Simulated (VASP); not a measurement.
# BAs: single point with PBE

The system is BAs.

```
CELL_PARAMETERS angstrom
0.00000 2.39265 2.39265
2.39265 0.00000 2.39265
2.39265 2.39265 0.00000
ATOMIC_POSITIONS crystal
As 0.75000 0.75000 0.75000
B 0.00000 0.00000 0.00000
```

```
Program                : VASP 6.6.1
Task                   : single point
Functional             : PBE
Potentials or basis    : VASP PAW PBE potentials, release 64 (As, B)
Cutoff                 : 520 eV
k mesh                 : 10 × 10 × 10
Occupations            : fermi-dirac, width 0.05 eV
Spin                   : no spin polarisation
Dipole correction      : no
Further INCAR settings : ALGO = Normal; EDIFF = 1e-06; NBANDS = 11
```

The pressure is 2.7 GPa and the band gap on the k mesh is 1.18 eV, indirect (least direct gap 3.27 eV).

Levels at points of the mesh, in eV from the valence-band top:
```tsv
k point	band 1	band 2	band 3	band 4	band 5	band 6	band 7	band 8	band 9
(0.00, 0.00, 0.00)	-15.35	0.00	0.00	0.00	3.27	3.27	3.27	4.62	9.56
(0.50, 0.00, 0.00)	-12.50	-8.75	-1.81	-1.81	2.66	4.77	4.77	8.85	12.68
(0.50, 0.50, 0.00)	-11.19	-8.50	-4.06	-4.06	1.43	1.45	11.32	11.32	12.82
```

It took 18 s on 1 thread of Intel Xeon 8259CL, on a shared host, peak memory 0.16 GiB.

A k mesh can miss the band edges.
